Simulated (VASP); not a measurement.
# I in VASP: a series of runs

The runs below take I through single point, with PBE.

All numbers are computed with VASP 6.6.1; they aren't measurements. Logs are shortened: lines on timing, memory, paths and dates and some standing lists are left out, and cuts for length are marked.

**1. The cell of the first run**

Symmetry: Fmmm, No. 69, orthorhombic system. Conventional cell: a = 4.340 Å, b = 9.260 Å, c = 10.919 Å, α = 90.00°, β = 90.00°, γ = 90.00°. I (site symmetry mm2) has 3 I at 2.82 to 3.42 Å within 3.7 Å.

**2. Single point, PBE**

File INCAR:

```
SYSTEM = I
PREC = Accurate
ENCUT = 520
EDIFF = 1E-7
ISMEAR = 0
SIGMA = 0.01
LREAL = .False.
LASPH = .True.
NELM = 60
ALGO = Normal
ISIF = 2
LWAVE = .False.
LCHARG = .True.
GGA = PE
LELF = .True.
LVHAR = .True.
NBANDS = 14
```

File KPOINTS:

```
regular mesh
0
Gamma
  10 10 10
  0 0 0
```

File POSCAR:

```
I
1.0
    0.0000000000      4.6301054968      5.4595356741
    2.1700047468      0.0000000000      5.4595356741
    2.1700047468      4.6301054968      0.0000000000
I
2
Direct
    0.1291321855      0.1291321855      0.8708678145
    0.8708678145      0.8708678145      0.1291321855
```

Potentials or basis: VASP PAW PBE potentials, release 64 (I).

The run is started by

```sh
$ cat potpaw_PBE.64/I/POTCAR > POTCAR
$ mpirun -np 1 vasp_std > vasp.out
```

OUTCAR:

```text
SYSTEM = I
   PREC = Accurate
   ENCUT = 520
   EDIFF = 1E-7
   ISMEAR = 0
   LREAL = .False.
   LASPH = .True.
   NELM = 60
   ISIF = 2
   GGA = PE

 ion  position               nearest neighbor table
   1  0.129  0.129  0.871-   2 2.82   2 3.42   2 3.42
   2  0.871  0.871  0.129-   1 2.82   1 3.42   1 3.42

  LATTYP: Found a face centered orthorhombic cell.
 ALAT       =     4.3400094936
 B/A-ratio  =     2.1336845017
 C/A-ratio  =     2.5159095537

  Lattice vectors:

 A1 = (   0.0000000000,   4.6301054968,   5.4595356741)
 A2 = (   2.1700047468,   0.0000000000,   5.4595356741)
 A3 = (   2.1700047468,   4.6301054968,   0.0000000000)

Analysis of symmetry for initial positions (statically):
=====================================================================
 Subroutine PRICEL returns:
 Original cell was already a primitive cell.

 Routine SETGRP: Setting up the symmetry group for a
 face centered orthorhombic supercell.

 Subroutine GETGRP returns: Found  8 space group operations
 (whereof  8 operations were pure point group operations)
 out of a pool of  8 trial point group operations.

The static configuration has the point symmetry D_2h.

Analysis of symmetry for dynamics (positions and initial velocities):
=====================================================================
 Subroutine PRICEL returns:
 Original cell was already a primitive cell.

 Routine SETGRP: Setting up the symmetry group for a
 face centered orthorhombic supercell.

 Subroutine GETGRP returns: Found  8 space group operations
 (whereof  8 operations were pure point group operations)
 out of a pool of  8 trial point group operations.

The dynamic configuration has the point symmetry D_2h.

 Subroutine INISYM returns: Found  8 space group operations
 (whereof  8 operations are pure point group operations),
 and found     1 'primitive' translations

----------------------------------------------------------------------------------------

                                     Primitive cell

  volume of cell :     109.7077

  direct lattice vectors                    reciprocal lattice vectors
     0.000000000  4.630105497  5.459535674    -0.230414243  0.107988900  0.091582880
     2.170004747  0.000000000  5.459535674     0.230414243 -0.107988900  0.091582880
     2.170004747  4.630105497  0.000000000     0.230414243  0.107988900 -0.091582880

  length of vectors
     7.158519867  5.874985139  5.113393933     0.270443616  0.270443616  0.270443616

  position of ions in fractional coordinates (direct lattice)
     0.129132185  0.129132185  0.870867815
     0.870867815  0.870867815  0.129132185

  ion indices of the primitive-cell ions
   primitive index   ion index
                 1           1
                 2           2

----------------------------------------------------------------------------------------

 KPOINTS: regular mesh

Automatic generation of k-mesh.
 Grid dimensions read from file:
 generate k-points for:   10   10   10

 Generating k-lattice:

  Cartesian coordinates                     Fractional coordinates (reciprocal lattice)
    -0.023041424  0.010798890  0.009158288     0.100000000  0.000000000  0.000000000
     0.023041424 -0.010798890  0.009158288     0.000000000  0.100000000  0.000000000
     0.023041424  0.010798890 -0.009158288    -0.000000000 -0.000000000  0.100000000

  Length of vectors
     0.027044362  0.027044362  0.027044362

  Shift w.r.t. Gamma in fractional coordinates (k-lattice)
     0.000000000  0.000000000  0.000000000

 Subroutine IBZKPT returns following result:
 ===========================================

 Found    171 irreducible k-points:

 Following reciprocal coordinates:
            Coordinates               Weight
  0.000000  0.000000  0.000000      1.000000
  0.100000  0.000000  0.000000      8.000000
  0.200000  0.000000  0.000000      8.000000
  0.300000  0.000000  0.000000      8.000000
  0.400000  0.000000  0.000000      8.000000
  0.500000  0.000000  0.000000      4.000000
[... 16 lines left out ...]
  0.300000  0.300000  0.000000      2.000000
  0.400000  0.300000  0.000000      8.000000
 [... further k-points ...]
   k-points           NKPTS =    171   k-points in BZ     NKDIM =    171   number of bands    NBANDS=     14
   number of dos      NEDOS =    301   number of ions     NIONS =      2
   total plane-waves  NPLWV = 103680
   dimension x,y,z NGX =    54 NGY =   48 NGZ =   40
   dimension x,y,z NGXF=   108 NGYF=   96 NGZF=   80
   ions per type =               2
   NGX,Y,Z   is equivalent  to a cutoff of  12.54, 13.58, 13.00 a.u.
   NGXF,Y,Z  is equivalent  to a cutoff of  25.08, 27.17, 26.01 a.u.
 SYSTEM =  I
   PREC   = accura    normal or accurate (medium, high low for compatibility)
   ISTART =      0    job   : 0-new  1-cont  2-samecut
   ICHARG =      2    charge: 1-file 2-atom 10-const
   ISPIN  =      1    spin polarized calculation?
   LNONCOLLINEAR =      F non collinear calculations
   LSORBIT =      F    spin-orbit coupling
   LASPH  =      T    aspherical Exc in radial PAW
   ENCUT  =  520.0 eV  38.22 Ry    6.18 a.u.  13.31 10.92  9.51*2*pi/ulx,y,z
   NELM   =     60;   NELMIN=  2; NELMDL= -5     # of ELM steps
   EDIFF  = 0.1E-06   stopping-criterion for ELM
   LREAL  =      F    real-space projection
   EDIFFG = 0.1E-05   stopping-criterion for IOM
   NSW    =      0    number of steps for IOM
   IBRION =     -1    ionic relax: 0-MD 1-quasi-New 2-CG
   NFREE  =      0    steps in history (QN), initial steepest desc. (CG)
   ISIF   =      2    stress and relaxation
   ISYM   =      2    0-nonsym 1-usesym 2-fastsym
   POTIM  = 0.5000    time-step for ionic-motion
   TEBEG  =    0.0;   TEEND  =   0.0 temperature during run
   PSTRESS=    0.0 pullay stress
   NELECT =      14.0000    total number of electrons
   NUPDOWN=      -1.0000    fix difference up-down
   EMIN   =  10.00;   EMAX   =-10.00  energy-range for DOS
   EFERMI =   0.00;   METHOD = LEGACY
   ISMEAR =     0;   SIGMA  =   0.01  broadening in eV -4-tet -1-fermi 0-gaus
   EFERMI_NEDOS =   21; number of points for ismear=-14 and -15
   IALGO  =     38    algorithm
   IMIX   =      4    mixing-type and parameters
     AMIX     =   0.40;   BMIX     =  1.00
     AMIX_MAG =   1.60;   BMIX_MAG =  1.00
  volume/ion in A,a.u.               =      54.85       370.17
  Fermi-wavevector in a.u.,A,eV,Ry     =   0.824211  1.557533  9.242762  0.679324
  Thomas-Fermi vector in A             =   1.935856
   LORBIT       =      0    0 simple, 1 ext, 2 COOP (PROOUT), +10 PAW based schemes
   GGA     = PE    functional components
   LHFCALC =     F    Hartree Fock is set to
   AEXX    =    0.0000 exact exchange contribution
   IVDW    =     0    specifies the selected vdW correction
   LEPSILON=     F    determine dielectric tensor
   LRPA    =     F    only Hartree local field effects (RPA)
 non-spin polarized calculation
 Gauss-broadening in eV      SIGMA  =   0.01
  energy-cutoff  :      520.00
  volume of cell :      109.71
 maximum number of plane-waves:      2974
 NGX is ok and might be reduce to    54
   NGX = 27   NGY = 21   NGZ = 19

 number of electron      14.0000000 magnetization

 Free energy of the ion-electron system (eV)
  ---------------------------------------------------
  ext. energy  EPLUGINS =         0.00000000
  ---------------------------------------------------
  free energy    TOTEN  =        -2.91900850 eV

  energy without entropy =       -2.91900850  energy(sigma->0) =       -2.91900850

 E-fermi :   0.8739     XC(G=0):  -6.8203

 val. band max:        0.8073020323   @ k =  -0.1000   0.4000   0.5000
 cond. band min:       1.0112928268   @ k =  -0.1000   0.4000   0.5000
 fundamental gap:      0.2039907945
 Fermi energy:         0.8738526375

 k-point     1 :       0.0000    0.0000    0.0000
  band No.  band energies     occupation
      1     -12.5479      2.00000
      2     -10.0853      2.00000
      3      -4.0995      2.00000
      4      -1.3822      2.00000
      5      -0.4919      2.00000
      6      -0.2671      2.00000
      7       0.5926      2.00000
      8       2.7543      0.00000
      9       5.0469      0.00000
     10       7.6590      0.00000
     11       8.3265      0.00000
     12       8.3547      0.00000
     13      10.0617      0.00000
     14      10.2769      0.00000

 k-point     2 :       0.1000    0.0000    0.0000
  band No.  band energies     occupation
      1     -12.5129      2.00000
      2     -10.1224      2.00000
      3      -4.0315      2.00000
      4      -1.3757      2.00000
      5      -0.7513      2.00000
      6      -0.2982      2.00000
      7       0.5409      2.00000
      8       2.8075      0.00000
      9       5.2661      0.00000
     10       7.8430      0.00000
     11       8.2887      0.00000
     12       8.4458      0.00000
     13       9.4230      0.00000
     14       9.9646      0.00000

 k-point     3 :       0.2000    0.0000    0.0000
  band No.  band energies     occupation
      1     -12.4158      2.00000
      2     -10.2235      2.00000
      3      -3.8579      2.00000
      4      -1.3731      2.00000
      5      -1.2535      2.00000
      6      -0.3945      2.00000
      7       0.4042      2.00000
      8       2.7941      0.00000
      9       5.7822      0.00000
     10       7.7968      0.00000
     11       8.4195      0.00000
     12       8.5554      0.00000
     13       9.1589      0.00000
     14       9.7087      0.00000
[... 324 lines left out ...]
 k-point    23 :       0.3000    0.3000    0.0000
  band No.  band energies     occupation
      1     -12.2423      2.00000
      2     -10.7444      2.00000
      3      -2.8364      2.00000
      4      -1.2448      2.00000
      5      -1.0953      2.00000
      6       0.1011      2.00000
      7       0.8027      2.00000
      8       1.4611      0.00000
      9       5.3628      0.00000
     10       6.6369      0.00000
     11       8.3171      0.00000
     12       8.9501      0.00000
     13       9.2165      0.00000
     14       9.2894      0.00000

 k-point    24 :       0.4000    0.3000    0.0000
  band No.  band energies     occupation
      1     -12.1325      2.00000
      2     -10.8889      2.00000
      3      -2.5708      2.00000
      4      -1.4147      2.00000
      5      -1.0159      2.00000
      6      -0.0441      2.00000
      7       0.7158      2.00000
      8       1.2829      0.00000
      9       5.5884      0.00000
     10       6.7269      0.00000
     11       8.0874      0.00000
     12       8.6309      0.00000
     13       8.7452      0.00000
     14       9.5607      0.00000

 [... further k-points ...]
[... 5 lines left out ...]
  --------------------------------------------------------------------------------------
  -------------------------------------------------------------------------------------
  Total        0.0060059      0.0191325     -0.0588604      0.0000000      0.0000000      0.0000000
  in kB        0.0877111      0.2794126     -0.8596009      0.0000000      0.0000000      0.0000000
  external PRESSURE =      -0.1641591 kB  Pullay stress =       0.0000000 kB

 VOLUME and BASIS-vectors are now :
 -----------------------------------------------------------------------------
  energy-cutoff  :      520.00
  volume of cell :      109.71
      direct lattice vectors                 reciprocal lattice vectors
     0.000000000  4.630105497  5.459535674    -0.230414243  0.107988900  0.091582880
     2.170004747  0.000000000  5.459535674     0.230414243 -0.107988900  0.091582880
     2.170004747  4.630105497  0.000000000     0.230414243  0.107988900 -0.091582880

 POSITION                                       TOTAL-FORCE (eV/Angst)
 -----------------------------------------------------------------------------------
      2.17000      4.63011      1.41000         0.000000      0.000000     -0.019897
      2.17000      4.63011      9.50907         0.000000      0.000000      0.019897
 -----------------------------------------------------------------------------------
    total drift:                               -0.000000     -0.000000     -0.000000

  FREE ENERGIE OF THE ION-ELECTRON SYSTEM (eV)
  ---------------------------------------------------
  free  energy   TOTEN  =        -2.9190084969 eV

  energy  without entropy=       -2.9190084969  energy(sigma->0) =       -2.91900850
```

It took 4.3 min on 1 thread of Intel Xeon Platinum 8488C (Sapphire Rapids), shared host; peak memory 0.44 GiB.

What came out:

| Property | Result |
| --- | --- |
| Free energy | -2.9190 eV |
| Pressure | 0.0 GPa |
| Largest force | 0.020 eV/Å |
| Band gap on the k mesh | 0.20 eV, direct |

Forces in eV/Å, atoms in the order of the input:
```
I    0.000  0.000 -0.020
I    0.000  0.000  0.020
```

Levels at points of the mesh, in eV from the valence-band top:
| k point | band 5 | band 6 | band 7 | band 8 | band 9 | band 10 |
| --- | --- | --- | --- | --- | --- | --- |
| (0.00, 0.00, 0.00) | -1.30 | -1.07 | -0.21 | 1.95 | 4.24 | 6.85 |
| (0.50, 0.00, 0.00) | -2.01 | -0.99 | -0.75 | 1.01 | 5.51 | 6.37 |
| (0.50, 0.50, 0.00) | -1.60 | -1.11 | -0.43 | 0.36 | 4.55 | 5.75 |
| (0.50, 0.00, 0.50) | -1.38 | -1.15 | -0.58 | 1.93 | 5.70 | 6.11 |
| (0.00, 0.50, 0.50) | -2.15 | -1.87 | -0.36 | 0.31 | 5.17 | 7.43 |

Caveat: spin-orbit coupling is left out, which moves the levels of the heavy elements. A k mesh can miss the band edges.

(Part 1 of 2 ends here.)
